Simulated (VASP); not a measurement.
# Hg (Pm-3m) in VASP: further runs

The runs below take Hg through single point, with PBEsol.

All numbers are computed with VASP 6.6.1; they aren't measurements. Logs are shortened: lines on timing, memory, paths and dates and some standing lists are left out, and cuts for length are marked.

## (1) The cell of the first run

Symmetry: Pm-3m, No. 221, cubic system. The conventional cell has a = 2.906 Å, b = 2.906 Å, c = 2.906 Å, α = 90.00°, β = 90.00°, γ = 90.00°. Within 3.8 Å of Hg (site symmetry m-3m) lie 6 Hg at 2.91 Å.

## (2) Single point, PBEsol (24.55 Å³/atom)

File INCAR:

```
SYSTEM = Hg
PREC = Accurate
ENCUT = 520
EDIFF = 1E-6
ISMEAR = -1
SIGMA = 0.1
LREAL = .FALSE.
LASPH = .TRUE.
NELM = 80
ALGO = Normal
ISIF = 2
LWAVE = .FALSE.
LCHARG = .FALSE.
GGA = PS
NBANDS = 12
```

File KPOINTS:

```
Automatic mesh
0
G
  12 12 12
  0 0 0
```

File POSCAR:

```
Hg
1.0
    2.9062980426      0.0000000000      0.0000000000
    0.0000000000      2.9062980426      0.0000000000
    0.0000000000      0.0000000000      2.9062980426
Hg
1
Direct
    0.0000000000      0.0000000000      0.0000000000
```

Potentials or basis: VASP PAW PBE potentials, release 64 (Hg).

Run with:

```sh
$ cat potpaw_PBE.64/Hg/POTCAR > POTCAR
$ mpirun -np 1 vasp_std > vasp.out
```

OUTCAR:

```text
SYSTEM = Hg
   PREC = Accurate
   ENCUT = 520
   EDIFF = 1E-6
   ISMEAR = -1
   LREAL = .FALSE.
   LASPH = .TRUE.
   NELM = 80
   ISIF = 2
   GGA = PS

 ion  position               nearest neighbor table
   1  0.000  0.000  0.000-

  LATTYP: Found a simple cubic cell.
 ALAT       =     2.9062980426

  Lattice vectors:

 A1 = (   2.9062980426,   0.0000000000,   0.0000000000)
 A2 = (   0.0000000000,   2.9062980426,   0.0000000000)
 A3 = (   0.0000000000,   0.0000000000,   2.9062980426)

Analysis of symmetry for initial positions (statically):
=====================================================================
 Subroutine PRICEL returns:
 Original cell was already a primitive cell.

 Routine SETGRP: Setting up the symmetry group for a
 simple cubic supercell.

 Subroutine GETGRP returns: Found 48 space group operations
 (whereof 48 operations were pure point group operations)
 out of a pool of 48 trial point group operations.

The static configuration has the point symmetry O_h .

Analysis of symmetry for dynamics (positions and initial velocities):
=====================================================================
 Subroutine PRICEL returns:
 Original cell was already a primitive cell.

 Routine SETGRP: Setting up the symmetry group for a
 simple cubic supercell.

 Subroutine GETGRP returns: Found 48 space group operations
 (whereof 48 operations were pure point group operations)
 out of a pool of 48 trial point group operations.

The dynamic configuration has the point symmetry O_h .

 Subroutine INISYM returns: Found 48 space group operations
 (whereof 48 operations are pure point group operations),
 and found     1 'primitive' translations

----------------------------------------------------------------------------------------

                                     Primitive cell

  volume of cell :      24.5482

  direct lattice vectors                    reciprocal lattice vectors
     2.906298043  0.000000000  0.000000000     0.344080334  0.000000000  0.000000000
     0.000000000  2.906298043  0.000000000     0.000000000  0.344080334  0.000000000
     0.000000000  0.000000000  2.906298043     0.000000000  0.000000000  0.344080334

  length of vectors
     2.906298043  2.906298043  2.906298043     0.344080334  0.344080334  0.344080334

  position of ions in fractional coordinates (direct lattice)
     0.000000000  0.000000000  0.000000000
[... 81 lines left out ...]
   NFREE  =      0    steps in history (QN), initial steepest desc. (CG)
   ISIF   =      2    stress and relaxation
   ISYM   =      2    0-nonsym 1-usesym 2-fastsym
   POTIM  = 0.5000    time-step for ionic-motion
   TEBEG  =    0.0;   TEEND  =   0.0 temperature during run
   PSTRESS=    0.0 pullay stress
   NELECT =      12.0000    total number of electrons
   NUPDOWN=      -1.0000    fix difference up-down
   EMIN   =  10.00;   EMAX   =-10.00  energy-range for DOS
   EFERMI =   0.00;   METHOD = LEGACY
   ISMEAR =    -1;   SIGMA  =   0.10  broadening in eV -4-tet -1-fermi 0-gaus
   EFERMI_NEDOS =   21; number of points for ismear=-14 and -15
   IALGO  =     38    algorithm
   IMIX   =      4    mixing-type and parameters
     AMIX     =   0.40;   BMIX     =  1.00
     AMIX_MAG =   1.60;   BMIX_MAG =  1.00
  volume/ion in A,a.u.               =      24.55       165.66
  Fermi-wavevector in a.u.,A,eV,Ry     =   1.289620  2.437028 22.628118  1.663120
  Thomas-Fermi vector in A             =   2.421502
   LORBIT       =      0    0 simple, 1 ext, 2 COOP (PROOUT), +10 PAW based schemes
   GGA     = PS    functional components
   LHFCALC =     F    Hartree Fock is set to
   AEXX    =    0.0000 exact exchange contribution
   IVDW    =     0    specifies the selected vdW correction
   LEPSILON=     F    determine dielectric tensor
   LRPA    =     F    only Hartree local field effects (RPA)
 non-spin polarized calculation
  energy-cutoff  :      520.00
  volume of cell :       24.55
 maximum number of plane-waves:       691
 NGX is ok and might be reduce to    24
   NGX = 11   NGY = 11   NGZ = 11

 number of electron      12.0000003 magnetization

 Free energy of the ion-electron system (eV)
  ---------------------------------------------------
  ext. energy  EPLUGINS =         0.00000000
  ---------------------------------------------------
  free energy    TOTEN  =        -0.54301640 eV

  energy without entropy =       -0.53323539  energy(sigma->0) =       -0.53812590

 E-fermi :   2.3990     XC(G=0): -10.7465

 val. band max:        2.3727895795   @ k =   0.4167   0.0833   0.0833
 cond. band min:       2.4938872490   @ k =   0.5000   0.4167   0.1667
 fundamental gap:      0.1210976695
 Fermi energy:         2.3990244294

 k-point     1 :       0.0000    0.0000    0.0000
  band No.  band energies     occupation
      1      -6.7101      2.00000
      2      -6.0721      2.00000
      3      -6.0721      2.00000
      4      -3.5348      2.00000
      5      -3.5348      2.00000
      6      -3.5348      2.00000
      7      12.9121      0.00000
      8      12.9121      0.00000
      9      12.9121      0.00000
     10      16.6260      0.00000
     11      18.5748      0.00000
     12      18.5748      0.00000
[... 331 lines left out ...]
 k-point    24 :       0.4167    0.3333    0.0000
  band No.  band energies     occupation
      1      -5.6213      2.00000
      2      -5.4573      2.00000
      3      -4.1950      2.00000
      4      -4.0396      2.00000
      5      -3.6918      2.00000
      6      -0.2022      2.00000
      7       4.0591      0.00000
      8       7.6725      0.00000
      9      12.2849      0.00000
     10      19.3545      0.00000
     11      19.9472      0.00000
     12      21.5664      0.00000

 [... further k-points ...]

------------------------ aborting loop because EDIFF is reached ----------------------------------------

  FORCE on cell =-STRESS in cart. coord.  units (eV):
  Direction    XX          YY          ZZ          XY          YZ          ZX
  --------------------------------------------------------------------------------------
  -------------------------------------------------------------------------------------
  Total        0.3890387      0.3890387      0.3890387      0.0000000      0.0000000     -0.0000000
  in kB       25.3911831     25.3911831     25.3911831      0.0000000      0.0000000     -0.0000000
  external PRESSURE =      25.3911831 kB  Pullay stress =       0.0000000 kB

 VOLUME and BASIS-vectors are now :
 -----------------------------------------------------------------------------
  energy-cutoff  :      520.00
  volume of cell :       24.55
      direct lattice vectors                 reciprocal lattice vectors
     2.906298043  0.000000000  0.000000000     0.344080334  0.000000000  0.000000000
     0.000000000  2.906298043  0.000000000     0.000000000  0.344080334  0.000000000
     0.000000000  0.000000000  2.906298043     0.000000000  0.000000000  0.344080334

 POSITION                                       TOTAL-FORCE (eV/Angst)
 -----------------------------------------------------------------------------------
      0.00000      0.00000      0.00000         0.000000      0.000000      0.000000
 -----------------------------------------------------------------------------------
    total drift:                                0.000000     -0.000000      0.000000

  FREE ENERGIE OF THE ION-ELECTRON SYSTEM (eV)
  ---------------------------------------------------
  free  energy   TOTEN  =        -0.5430164011 eV

  energy  without entropy=       -0.5332353909  energy(sigma->0) =       -0.53812590
```

OSZICAR:

```text
N       E                     dE             d eps       ncg     rms          rms(c)
DAV:   1     0.730875964406E+02    0.73088E+02   -0.65832E+03  2152   0.954E+02
DAV:   2     0.610438840276E+00   -0.72477E+02   -0.68160E+02  2208   0.226E+02
DAV:   3    -0.613505245463E+00   -0.12239E+01   -0.12232E+01  2368   0.330E+01
DAV:   4    -0.614828238083E+00   -0.13230E-02   -0.13230E-02  2200   0.113E+00
DAV:   5    -0.614830322716E+00   -0.20846E-05   -0.20846E-05  2416   0.421E-02    0.430E+00
DAV:   6    -0.550371456397E+00    0.64459E-01   -0.15706E-01  2288   0.442E+00    0.318E+00
DAV:   7    -0.543770555229E+00    0.66009E-02   -0.18274E-02  2312   0.128E+00    0.145E+00
DAV:   8    -0.542999650184E+00    0.77091E-03   -0.15310E-03  2144   0.521E-01    0.679E-02
DAV:   9    -0.543010111882E+00   -0.10462E-04   -0.29277E-06  2312   0.167E-02    0.152E-02
DAV:  10    -0.543016407260E+00   -0.62954E-05   -0.47603E-06  2188   0.233E-02    0.190E-03
DAV:  11    -0.543016401107E+00    0.61520E-08   -0.52525E-08  1128   0.191E-03
   1 F= -.54301640E+00 E0= -.53812590E+00  d E =-.978101E-02
```

stdout:

```text
POSCAR found type information on POSCAR Hg
 POSCAR found :  1 types and       1 ions
 scaLAPACK will be used
 -----------------------------------------------------------------------------
|                                                                             |
|                                                                             |
|     You enforced a specific xc type in the INCAR file but a different       |
|     I HOPE YOU KNOW WHAT YOU ARE DOING!                                     |
|                                                                             |
 -----------------------------------------------------------------------------

 LDA part: xc-table for (Slater+PW92), standard interpolation
 POSCAR, INCAR and KPOINTS ok, starting setup
 FFT: planning ... GRIDC
 FFT: planning ... GRID_SOFT
 FFT: planning ... GRID
 WAVECAR not read
 entering main loop
```

Run time: 12 s. Hardware: 1 thread of Intel Xeon Platinum 8259CL at 2.50GHz (Skylake/Cascade Lake), shared host; peak memory 0.15 GiB.

Results:

```yaml
Free_energy: -0.5430 eV
Pressure: 2.5 GPa
Band_gap_on_the_k_mesh: zero (bands 6 and 7 overlap by 7.17 eV)
```

Caveat: the PAW data sets were made with another functional, which shifts forces and pressure a little; spin-orbit coupling is left out, which moves the levels of the heavy elements.

## (3) Single point, PBEsol (25.57 Å³/atom)

This run uses another cell than the first one, of 25.57 Å³/atom.

File INCAR:

```
ALGO = Normal ; EDIFF = 1E-6
ENCUT = 520 ; GGA = PS
ISIF = 2 ; ISMEAR = -1
LASPH = T ; LCHARG = F
LREAL = F ; LWAVE = F
NBANDS = 12 ; NELM = 80
PREC = Accurate ; SIGMA = 0.1
```

File KPOINTS:

```
k-points
0
Gamma
  12 12 12
```

File POSCAR:

```
Hg
1.0
    2.9461152924      0.0000000000      0.0000000000
    0.0000000000      2.9461152924      0.0000000000
    0.0000000000      0.0000000000      2.9461152924
Hg
1
Direct
    0.0000000000      0.0000000000      0.0000000000
```

Potentials or basis: VASP PAW PBE potentials, release 64 (Hg).

Run with:

```sh
$ cat potpaw_PBE.64/Hg/POTCAR > POTCAR
$ mpirun -np 1 vasp_std > vasp.out
```

It took 12 s on 1 thread of Intel Xeon Platinum 8259CL at 2.50GHz (Skylake/Cascade Lake), shared host; peak memory 0.15 GiB.

The run converged. Its results:

```
Free energy            : -0.5530 eV
Pressure               : 0.5 GPa
Band gap on the k mesh : zero (bands 6 and 7 overlap by 6.88 eV)
```

Levels at points of the mesh, in eV from the Fermi level:
| k point | band 2 | band 3 | band 4 | band 5 | band 6 | band 7 | band 8 | band 9 | band 10 | band 11 |
| --- | --- | --- | --- | --- | --- | --- | --- | --- | --- | --- |
| (0.00, 0.00, 0.00) | -8.24 | -8.24 | -5.89 | -5.89 | -5.89 | 10.31 | 10.31 | 10.31 | 13.87 | 15.80 |
| (0.50, 0.00, 0.00) | -7.90 | -6.63 | -6.63 | -5.82 | -2.66 | -1.99 | 14.40 | 14.40 | 14.51 | 15.43 |
| (0.50, 0.50, 0.00) | -7.73 | -6.51 | -6.51 | -5.23 | 1.00 | 1.39 | 1.39 | 7.45 | 18.02 | 18.02 |
| (0.50, 0.50, 0.50) | -7.67 | -7.67 | -5.18 | -5.18 | 4.88 | 4.88 | 4.88 | 5.30 | 8.59 | 11.53 |

Caveat: the PAW data sets were made with another functional, which shifts forces and pressure a little; spin-orbit coupling is left out, which moves the levels of the heavy elements.

## (4) Single point, PBEsol (26.59 Å³/atom)

This run uses another cell than the first one, of 26.59 Å³/atom.

File INCAR:

```
SYSTEM = Hg
PREC = Accurate
ENCUT = 520
EDIFF = 1E-6
ISMEAR = -1
SIGMA = 0.1
LREAL = .FALSE.
LASPH = .TRUE.
NELM = 80
ALGO = Normal
ISIF = 2
LWAVE = .FALSE.
LCHARG = .TRUE.
GGA = PS
LELF = .TRUE.
LVHAR = .TRUE.
NBANDS = 12
```

File KPOINTS:

```
Automatic mesh
0
G
  12 12 12
  0 0 0
```

File POSCAR:

```
Hg
1.0
    2.9848844133      0.0000000000      0.0000000000
    0.0000000000      2.9848844133      0.0000000000
    0.0000000000      0.0000000000      2.9848844133
Hg
1
Direct
    0.0000000000      0.0000000000      0.0000000000
```

Potentials or basis: VASP PAW PBE potentials, release 64 (Hg).

Run with:

```sh
$ cat potpaw_PBE.64/Hg/POTCAR > POTCAR
$ mpirun -np 1 vasp_std > vasp.out
```

OUTCAR:

```text
SYSTEM = Hg
   PREC = Accurate
   ENCUT = 520
   EDIFF = 1E-6
   ISMEAR = -1
   LREAL = .FALSE.
   LASPH = .TRUE.
   NELM = 80
   ISIF = 2
   GGA = PS

 ion  position               nearest neighbor table
   1  0.000  0.000  0.000-

  LATTYP: Found a simple cubic cell.
 ALAT       =     2.9848844133

  Lattice vectors:

 A1 = (   2.9848844133,   0.0000000000,   0.0000000000)
 A2 = (   0.0000000000,   2.9848844133,   0.0000000000)
 A3 = (   0.0000000000,   0.0000000000,   2.9848844133)

[... 536 lines left out ...]
     11      18.3299      0.00000
     12      20.3053      0.00000

 [... further k-points ...]

------------------------ aborting loop because EDIFF is reached ----------------------------------------

  FORCE on cell =-STRESS in cart. coord.  units (eV):
  Direction    XX          YY          ZZ          XY          YZ          ZX
  --------------------------------------------------------------------------------------
  -------------------------------------------------------------------------------------
  Total       -0.1595749     -0.1595749     -0.1595749      0.0000000      0.0000000     -0.0000000
  in kB       -9.6137459     -9.6137459     -9.6137459      0.0000000      0.0000000     -0.0000000
  external PRESSURE =      -9.6137459 kB  Pullay stress =       0.0000000 kB

 VOLUME and BASIS-vectors are now :
 -----------------------------------------------------------------------------
  energy-cutoff  :      520.00
  volume of cell :       26.59
      direct lattice vectors                 reciprocal lattice vectors
     2.984884413  0.000000000  0.000000000     0.335021348  0.000000000  0.000000000
     0.000000000  2.984884413  0.000000000     0.000000000  0.335021348  0.000000000
     0.000000000  0.000000000  2.984884413     0.000000000  0.000000000  0.335021348

 POSITION                                       TOTAL-FORCE (eV/Angst)
 -----------------------------------------------------------------------------------
      0.00000      0.00000      0.00000         0.000000      0.000000      0.000000
 -----------------------------------------------------------------------------------
    total drift:                                0.000000      0.000000      0.000000

  FREE ENERGIE OF THE ION-ELECTRON SYSTEM (eV)
  ---------------------------------------------------
  free  energy   TOTEN  =        -0.5518741348 eV

  energy  without entropy=       -0.5416461658  energy(sigma->0) =       -0.54676015
```

stdout:

```text
POSCAR found type information on POSCAR Hg
 POSCAR found :  1 types and       1 ions
 scaLAPACK will be used
 -----------------------------------------------------------------------------
|                                                                             |
|                                                                             |
|     You enforced a specific xc type in the INCAR file but a different       |
|     I HOPE YOU KNOW WHAT YOU ARE DOING!                                     |
|                                                                             |
 -----------------------------------------------------------------------------

 LDA part: xc-table for (Slater+PW92), standard interpolation
 POSCAR, INCAR and KPOINTS ok, starting setup
 FFT: planning ... GRIDC
 FFT: planning ... GRID_SOFT
 FFT: planning ... GRID
 WAVECAR not read
 entering main loop
```

Wall time 13 s (1 thread of Intel Xeon Platinum 8259CL at 2.50GHz (Skylake/Cascade Lake), shared host); peak memory 0.15 GiB.

What came out:

```yaml
Free_energy: -0.5519 eV
Pressure: -1.0 GPa
Band_gap_on_the_k_mesh: zero (bands 6 and 7 overlap by 6.60 eV)
```

Levels at points of the mesh, in eV from the Fermi level:
| k point | band 2 | band 3 | band 4 | band 5 | band 6 | band 7 | band 8 | band 9 | band 10 | band 11 |
| --- | --- | --- | --- | --- | --- | --- | --- | --- | --- | --- |
| (0.00, 0.00, 0.00) | -8.03 | -8.03 | -5.85 | -5.85 | -5.85 | 10.11 | 10.11 | 10.11 | 13.52 | 15.44 |
| (0.50, 0.00, 0.00) | -7.69 | -6.54 | -6.54 | -5.79 | -2.72 | -1.81 | 14.03 | 14.03 | 14.40 | 15.19 |
| (0.50, 0.50, 0.00) | -7.55 | -6.43 | -6.43 | -5.24 | 0.79 | 1.45 | 1.45 | 7.33 | 17.76 | 17.76 |
| (0.50, 0.50, 0.50) | -7.49 | -7.49 | -5.19 | -5.19 | 4.79 | 4.79 | 4.79 | 4.87 | 8.61 | 11.29 |

Caveat: the PAW data sets were made with another functional, which shifts forces and pressure a little; spin-orbit coupling is left out, which moves the levels of the heavy elements.

## (5) Single point, PBEsol (27.62 Å³/atom)

This run uses another cell than the first one, of 27.62 Å³/atom.

File INCAR:

```
SYSTEM = Hg
ALGO = Normal
EDIFF = 1E-6
ENCUT = 520
GGA = PS
ISIF = 2
ISMEAR = -1
LASPH = .True.
LCHARG = .False.
LREAL = .False.
LWAVE = .False.
NBANDS = 12
NELM = 100
PREC = Accurate
SIGMA = 0.1
```

File KPOINTS:

```
k-points
0
Gamma
  12 12 12
  0 0 0
```

File POSCAR:

```
Hg
1.0
    3.0226717717      0.0000000000      0.0000000000
    0.0000000000      3.0226717717      0.0000000000
    0.0000000000      0.0000000000      3.0226717717
Hg
1
Direct
    0.0000000000      0.0000000000      0.0000000000
```

Run with:

```sh
$ cat potpaw_PBE.64/Hg/POTCAR > POTCAR
$ mpirun -np 1 vasp_std > vasp.out
```

Run time: 13 s. Hardware: 1 thread of Intel Xeon Platinum 8259CL at 2.50GHz (Skylake/Cascade Lake), shared host; peak memory 0.16 GiB.

Results (log left out):

* Free energy: -0.5429 eV
* Pressure: -2.0 GPa
* Band gap on the k mesh: zero (bands 6 and 7 overlap by 6.11 eV)

Levels at points of the mesh, in eV from the Fermi level:
| k point | band 2 | band 3 | band 4 | band 5 | band 6 | band 7 | band 8 | band 9 | band 10 | band 11 |
| --- | --- | --- | --- | --- | --- | --- | --- | --- | --- | --- |
| (0.00, 0.00, 0.00) | -7.85 | -7.85 | -5.83 | -5.83 | -5.83 | 9.92 | 9.92 | 9.92 | 13.19 | 15.09 |
| (0.50, 0.00, 0.00) | -7.51 | -6.46 | -6.46 | -5.77 | -2.78 | -1.65 | 13.66 | 13.66 | 14.27 | 14.96 |
| (0.50, 0.50, 0.00) | -7.40 | -6.36 | -6.36 | -5.25 | 0.59 | 1.50 | 1.50 | 7.21 | 17.50 | 17.50 |
| (0.50, 0.50, 0.50) | -7.34 | -7.34 | -5.21 | -5.21 | 4.46 | 4.70 | 4.70 | 4.70 | 8.62 | 11.05 |

Caveat: the PAW data sets were made with another functional, which shifts forces and pressure a little; spin-orbit coupling is left out, which moves the levels of the heavy elements.

## (6) Overview

```csv
cell,gap on the mesh (eV),pressure (GPa)
"a = 2.906 Å, 1 atom",none,2.5
"a = 2.946 Å, 1 atom",none,0.5
"a = 2.985 Å, 1 atom",none,-1.0
"a = 3.023 Å, 1 atom",none,-2.0
```

Alike in all rows: task single point; level PBEsol; potentials or basis VASP PAW PBE potentials, release 64 (Hg); no spin polarisation; k mesh 12 × 12 × 12; cutoff (eV) 520; smearing fermi-dirac 0.1 eV.

Caveats: the PAW data sets were made with another functional, which shifts forces and pressure a little; spin-orbit coupling is left out, which moves the levels of the heavy elements.

Total energies depend on the potentials used, so only differences within one code and one set of settings carry meaning.
